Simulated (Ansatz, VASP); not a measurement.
**One calculation of Ca3Si2N, two programs**

```
Ca Si N
1.0
     3.68999    0.00000    0.00000
     0.00000    3.68999    0.00000
     0.00000    0.00000    8.12913
Ca Si N
3 2 1
Direct
  0.50000 0.50000 0.00000
  0.00000 0.50000 0.37863
  0.50000 0.00000 0.62137
  0.00000 0.50000 0.73761
  0.50000 0.00000 0.26239
  0.00000 0.00000 0.00000
```

Change from the starting cell: species swapped into the Zr2CuSb3 type (P-4m2, No. 115).

Alike in both runs: task single point; functional PBE; k mesh 6 × 6 × 2; occupations gaussian, width 0.1 eV; no spin polarisation.

|  | VASP | Ansatz |
| --- | --- | --- |
| version | VASP 6.6.1 | Ansatz 0.2.0 |
| potentials or method | VASP PAW PBE potentials, release 64 (Ca_sv, Si, N), cutoff 520 eV | scalar-relativistic, plane waves, PAW |
| valence electrons in the cell | 43 | 43 |

```tsv
	VASP	Ansatz	Ansatz less VASP
gap on the k mesh at the Fermi level (eV)	none	none	-
pressure (GPa)	13.0	12.8	-0.22
traceless stress, the component that is largest in VASP (GPa)	0.89	0.93	+0.038
rms of the force components (eV/Å)	0.256	0.255	-0.0005
```

Atom by atom the forces differ by 0.002 eV/Å (rms over components). A gap of «none» marks a metal or a gap that the smearing closes.

The k mesh is coarse, so the values compare programs but aren't converged.
